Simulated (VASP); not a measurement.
# Se (P1) in VASP: electric field gradients with PBEsol

Aim: the electric field gradients of Se with PBEsol.

All numbers are computed with VASP 6.6.1; they aren't measurements. Logs are shortened: lines on timing, memory, paths and dates and some standing lists are left out, and cuts for length are marked.

**1. The cell of the first run**

The typed cell holds 3 atoms: a = 4.356 Å, b = 4.393 Å, c = 4.950 Å, α = 90.41°, β = 91.14°, γ = 120.85°.

**2. Electric field gradients, PBEsol (equal xy, yz and zx shear strains of -2 %)**

The input, INCAR:

```
  PREC = Accurate
  ENCUT = 520
  EDIFF = 1E-8
  ISMEAR = -1
  SIGMA = 0.02
  LREAL = F
  LASPH = T
  NELM = 80
  ALGO = Normal
  ISIF = 2
  LWAVE = F
  LCHARG = F
  GGA = PS
  LEFG = T
  NBANDS = 16
```

The input, KPOINTS:

```
Automatic mesh
0
Gamma
  8 8 6
```

The input, POSCAR:

```
Se
1.0
    4.3551696776     -0.0435516968     -0.0435516968
   -2.2153017146      3.7934634270     -0.0159410274
   -0.0494945000     -0.0494945000      4.9494500000
Se
3
Direct
    0.2170000000      0.0000000000      0.1666666667
    0.0000000000      0.2170000000      0.8333333333
    0.7830000000      0.7830000000      0.5000000000
```

Potentials or basis: VASP PAW PBE potentials, release 64 (Se).

Launch:

```
$ cat potpaw_PBE.64/Se/POTCAR > POTCAR
$ mpirun -np 1 vasp_std > vasp.out
```

OUTCAR:

```text
PREC = Accurate
   ENCUT = 520
   EDIFF = 1E-8
   ISMEAR = -1
   LREAL = F
   LASPH = T
   NELM = 80
   ISIF = 2
   GGA = PS

 ion  position               nearest neighbor table
   1  0.217  0.000  0.167-   2 2.33   3 2.35
   2  0.000  0.217  0.833-   3 2.30   1 2.33
   3  0.783  0.783  0.500-   2 2.30   1 2.35

  LATTYP: Found a triclinic cell.
 ALAT       =     4.3179175846
 B/A-ratio  =     1.7320508076
 C/A-ratio  =     2.3426730421
 COS(alpha) =     0.0047739318
 COS(beta)  =     0.4477625109
 COS(gamma) =     0.8609641916

  Lattice vectors:

 A1 = (   2.1398679630,   3.7499117302,  -0.0594927242)
 A2 = (   6.4950376406,   3.7063600334,  -0.1030444210)
 A3 = (  -4.3811089292,   7.6364213540,  -4.9813320548)

Analysis of symmetry for initial positions (statically):
=====================================================================
 Subroutine PRICEL returns:
 Original cell was already a primitive cell.

 Routine SETGRP: Setting up the symmetry group for a
 triclinic supercell.

 Subroutine GETGRP returns: Found  1 space group operations
 (whereof  1 operations were pure point group operations)
 out of a pool of  2 trial point group operations.

The static configuration has the point symmetry C_1 .

Analysis of symmetry for dynamics (positions and initial velocities):
=====================================================================
 Subroutine PRICEL returns:
 Original cell was already a primitive cell.

 Routine SETGRP: Setting up the symmetry group for a
 triclinic supercell.

 Subroutine GETGRP returns: Found  1 space group operations
 (whereof  1 operations were pure point group operations)
 out of a pool of  2 trial point group operations.

The dynamic configuration has the point symmetry C_1 .

 Subroutine INISYM returns: Found  1 space group operations
 (whereof  1 operations are pure point group operations),
 and found     1 'primitive' translations

----------------------------------------------------------------------------------------

                                     Primitive cell

  volume of cell :      81.2768

  direct lattice vectors                    reciprocal lattice vectors
     4.355169678 -0.043551697 -0.043551697     0.230997902  0.134913224  0.003659111
    -2.215301715  3.793463427 -0.015941027     0.002678655  0.265186880  0.002678655
    -0.049494500 -0.049494500  4.949450000     0.002041247  0.002041247  0.202083476

  length of vectors
     4.355605173  4.392969448  4.949944920     0.267535041  0.265213936  0.202104094

  position of ions in fractional coordinates (direct lattice)
     0.217000000  0.000000000  0.166666667
     1.000000000  0.217000000  0.833333333
     0.783000000  0.783000000  0.500000000

  ion indices of the primitive-cell ions
   primitive index   ion index
                 1           1
                 2           2
                 3           3

----------------------------------------------------------------------------------------

 KPOINTS: Automatic mesh

Automatic generation of k-mesh.
 Grid dimensions read from file:
 generate k-points for:    8    8    6

 Generating k-lattice:

  Cartesian coordinates                     Fractional coordinates (reciprocal lattice)
     0.028874738  0.016864153  0.000457389     0.125000000 -0.000000000  0.000000000
     0.000334832  0.033148360  0.000334832     0.000000000  0.125000000  0.000000000
     0.000340208  0.000340208  0.033680579     0.000000000  0.000000000  0.166666667

  Length of vectors
     0.033441880  0.033151742  0.033684016

  Shift w.r.t. Gamma in fractional coordinates (k-lattice)
     0.000000000  0.000000000  0.000000000

 Subroutine IBZKPT returns following result:
 ===========================================

 Found    196 irreducible k-points:

 Following reciprocal coordinates:
            Coordinates               Weight
  0.000000  0.000000  0.000000      1.000000
  0.125000 -0.000000 -0.000000      2.000000
  0.250000 -0.000000 -0.000000      2.000000
  0.375000 -0.000000  0.000000      2.000000
  0.500000 -0.000000 -0.000000      1.000000
  0.000000  0.125000  0.000000      2.000000
[... 16 lines left out ...]
  0.125000  0.375000  0.000000      2.000000
  0.250000  0.375000  0.000000      2.000000
 [... further k-points ...]
   k-points           NKPTS =    196   k-points in BZ     NKDIM =    196   number of bands    NBANDS=     16
   number of dos      NEDOS =    301   number of ions     NIONS =      3
   total plane-waves  NPLWV =  46080
   dimension x,y,z NGX =    32 NGY =   36 NGZ =   40
   dimension x,y,z NGXF=    64 NGYF=   72 NGZF=   80
   ions per type =               3
   NGX,Y,Z   is equivalent  to a cutoff of  12.21, 13.62, 13.43 a.u.
   NGXF,Y,Z  is equivalent  to a cutoff of  24.43, 27.25, 26.87 a.u.
 SYSTEM =  unknown system
   PREC   = accura    normal or accurate (medium, high low for compatibility)
   ISTART =      0    job   : 0-new  1-cont  2-samecut
   ICHARG =      2    charge: 1-file 2-atom 10-const
   ISPIN  =      1    spin polarized calculation?
   LNONCOLLINEAR =      F non collinear calculations
   LSORBIT =      F    spin-orbit coupling
   LASPH  =      T    aspherical Exc in radial PAW
   ENCUT  =  520.0 eV  38.22 Ry    6.18 a.u.   8.10  8.17  9.20*2*pi/ulx,y,z
   NELM   =     80;   NELMIN=  2; NELMDL= -5     # of ELM steps
   EDIFF  = 0.1E-07   stopping-criterion for ELM
   LREAL  =      F    real-space projection
   EDIFFG = 0.1E-06   stopping-criterion for IOM
   NSW    =      0    number of steps for IOM
   IBRION =     -1    ionic relax: 0-MD 1-quasi-New 2-CG
   NFREE  =      0    steps in history (QN), initial steepest desc. (CG)
   ISIF   =      2    stress and relaxation
   ISYM   =      2    0-nonsym 1-usesym 2-fastsym
   POTIM  = 0.5000    time-step for ionic-motion
   TEBEG  =    0.0;   TEEND  =   0.0 temperature during run
   PSTRESS=    0.0 pullay stress
   NELECT =      18.0000    total number of electrons
   NUPDOWN=      -1.0000    fix difference up-down
   EMIN   =  10.00;   EMAX   =-10.00  energy-range for DOS
   EFERMI =   0.00;   METHOD = LEGACY
   ISMEAR =    -1;   SIGMA  =   0.02  broadening in eV -4-tet -1-fermi 0-gaus
   EFERMI_NEDOS =   21; number of points for ismear=-14 and -15
   IALGO  =     38    algorithm
   IMIX   =      4    mixing-type and parameters
     AMIX     =   0.40;   BMIX     =  1.00
     AMIX_MAG =   1.60;   BMIX_MAG =  1.00
  volume/ion in A,a.u.               =      27.09       182.83
  Fermi-wavevector in a.u.,A,eV,Ry     =   0.990475  1.871726 13.347867  0.981041
  Thomas-Fermi vector in A             =   2.122148
   LORBIT       =      0    0 simple, 1 ext, 2 COOP (PROOUT), +10 PAW based schemes
   GGA     = PS    functional components
   LHFCALC =     F    Hartree Fock is set to
   AEXX    =    0.0000 exact exchange contribution
   IVDW    =     0    specifies the selected vdW correction
   LEPSILON=     F    determine dielectric tensor
   LRPA    =     F    only Hartree local field effects (RPA)
 non-spin polarized calculation
  energy-cutoff  :      520.00
  volume of cell :       81.28
 maximum number of plane-waves:      2206
   NGX = 17   NGY = 17   NGZ = 19

 number of electron      18.0000000 magnetization

 Free energy of the ion-electron system (eV)
  ---------------------------------------------------
  ext. energy  EPLUGINS =         0.00000000
  ---------------------------------------------------
  free energy    TOTEN  =       -11.39864117 eV

  energy without entropy =      -11.39864117  energy(sigma->0) =      -11.39864117

 E-fermi :   3.0778     XC(G=0):  -9.0284

 val. band max:        2.6822115207   @ k =   0.0000   0.5000   0.5000
 cond. band min:       3.6905960273   @ k =   0.3750   0.3750   0.5000
 fundamental gap:      1.0083845065
 Fermi energy:         3.0777901485

 k-point     1 :       0.0000    0.0000    0.0000
  band No.  band energies     occupation
      1     -13.5240      2.00000
      2      -9.2454      2.00000
      3      -9.1465      2.00000
      4      -1.4048      2.00000
      5      -1.3364      2.00000
      6      -1.1355      2.00000
[... 8 lines left out ...]
     15       8.9342      0.00000
     16      10.8914      0.00000
[... 420 lines left out ...]
  band No.  band energies     occupation
      1     -13.0375      2.00000
      2      -9.4553      2.00000
      3      -9.3787      2.00000
      4      -2.6575      2.00000
      5      -2.4880      2.00000
      6      -0.4638      2.00000
[... 8 lines left out ...]
     15      10.8808      0.00000
     16      12.0231      0.00000

 [... further k-points ...]

------------------------ aborting loop because EDIFF is reached ----------------------------------------

  FORCE on cell =-STRESS in cart. coord.  units (eV):
  Direction    XX          YY          ZZ          XY          YZ          ZX
  --------------------------------------------------------------------------------------
  -------------------------------------------------------------------------------------
  Total        0.9332350      1.4421974      2.4585398     -0.1164566      0.5644238      0.2868902
  in kB       18.3964939     28.4294691     48.4642248     -2.2956628     11.1262635      5.6553524
  external PRESSURE =      31.7633959 kB  Pullay stress =       0.0000000 kB

 VOLUME and BASIS-vectors are now :
 -----------------------------------------------------------------------------
  energy-cutoff  :      520.00
  volume of cell :       81.28
      direct lattice vectors                 reciprocal lattice vectors
     4.355169678 -0.043551697 -0.043551697     0.230997902  0.134913224  0.003659111
    -2.215301715  3.793463427 -0.015941027     0.002678655  0.265186880  0.002678655
    -0.049494500 -0.049494500  4.949450000     0.002041247  0.002041247  0.202083476

 POSITION                                       TOTAL-FORCE (eV/Angst)
 -----------------------------------------------------------------------------------
      0.93682     -0.01770      0.81546         0.953669     -0.044487      0.167764
     -0.52197      0.78194      4.12108        -0.515266      1.060454      0.179473
      1.65077      2.91143      2.42814        -0.438403     -1.015966     -0.347237
 -----------------------------------------------------------------------------------
    total drift:                               -0.000006      0.000065      0.000011

  FREE ENERGIE OF THE ION-ELECTRON SYSTEM (eV)
  ---------------------------------------------------
  free  energy   TOTEN  =       -11.3986411670 eV

  energy  without entropy=      -11.3986411669  energy(sigma->0) =      -11.39864117

 Electric field gradients (V/A^2)
---------------------------------------------------------------------
 ion       V_xx      V_yy      V_zz      V_xy      V_xz      V_yz
---------------------------------------------------------------------
   1     152.780  -337.767   184.987   -11.494    -6.718  -320.307
   2    -213.519    13.649   199.870  -211.508   255.579   142.195
   3    -216.932    30.747   186.185   206.628  -276.968   147.227
---------------------------------------------------------------------

 Electric field gradients after diagonalization (V/A^2)
 (convention: |V_zz| > |V_xx| > |V_yy|)
----------------------------------------------------------------------
 ion       V_xx      V_yy      V_zz     asymmetry (V_yy - V_xx)/ V_zz
----------------------------------------------------------------------
   1     337.035   153.046  -490.082       0.375
   2     328.203   139.791  -467.994       0.403
   3     333.794   147.513  -481.306       0.387
----------------------------------------------------------------------

           NMR quadrupolar parameters

 Cq : quadrupolar parameter    Cq=e*Q*V_zz/h
 eta: asymmetry parameters     (V_yy - V_xx)/ V_zz
 Q  : nuclear electric quadrupole moment in mb (millibarn)
----------------------------------------------------------------------
 ion       Cq(MHz)       eta       Q (mb)
----------------------------------------------------------------------
   1      -1.185       0.375       1.000
   2      -1.132       0.403       1.000
   3      -1.164       0.387       1.000
----------------------------------------------------------------------
```

Wall time 5 min (1 thread of Intel Xeon 8259CL, shared host); peak memory 0.34 GiB.

What came out:

```
Free energy                             : -11.3986 eV
Pressure                                : 3.2 GPa
Largest force                           : 1.193 eV/Å
Band gap on the k mesh                  : 1.01 eV (least direct gap 1.10 eV)
Largest electric field gradient by atom : Se -490.1, -468.0, -481.3 V/Å²
```

Forces in eV/Å, atoms in the order of the input:
```
Se   0.954 -0.044  0.168
Se  -0.515  1.060  0.179
Se  -0.438 -1.016 -0.347
```

Electric field gradients, principal values (V/Å²):
| atom | least | middle | greatest (by size) |
| --- | --- | --- | --- |
| 1 Se | 153.046 | 337.035 | -490.082 |
| 2 Se | 139.791 | 328.203 | -467.994 |
| 3 Se | 147.513 | 333.794 | -481.306 |

Caveat: the cell differs from its parent crystal (equal xy, yz and zx shear strains of -2 %); the cell stands under pressure; without QUAD_EFG the Cq values of the log hold for a quadrupole moment of 1 mb, not for the nuclei; the PAW data sets were made with another functional, which shifts forces and pressure a little. A k mesh can miss the band edges.
